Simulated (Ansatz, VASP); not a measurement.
## BPb: VASP beside Ansatz

```
B Pb
1.0
     3.82569    0.00000    0.00000
    -1.91284    3.31314    0.00000
     0.00000    0.00000    6.60832
B Pb
2 2
Direct
  0.33333 0.66667 0.01315
  0.66667 0.33333 0.51315
  0.33333 0.66667 0.36895
  0.66667 0.33333 0.86895
```

Alike in both runs: functional PBE; k mesh 12 × 12 × 8; occupations gaussian, width 0.1 eV; no spin polarisation.

Ansatz relaxed the structure, and its values are those at the end. VASP's run is a single point on that final structure, the one shown.

|  | VASP | Ansatz |
| --- | --- | --- |
| version | VASP 6.6.1 | Ansatz 0.2.0 |
| potentials or method | VASP PAW PBE potentials, release 64 (B, Pb_d), cutoff 520 eV | scalar-relativistic, plane waves, PAW |
| valence electrons in the cell | 34 | 34 |

Ansatz gave:

```
gap on the k mesh at the Fermi level (eV) : none
pressure (GPa)                            : 0.0
rms of the force components (eV/Å)        : 0.003
```

**Question.** What did VASP give for the same quantities?

**Answer.** gap on the k mesh at the Fermi level (eV): none; pressure (GPa): -0.1; rms of the force components (eV/Å): 0.003.

A gap of «none» marks a metal or a gap that the smearing closes. With one functional, cell and mesh, what is left measures potentials, basis and numerics.

Neither program's run includes spin-orbit coupling.
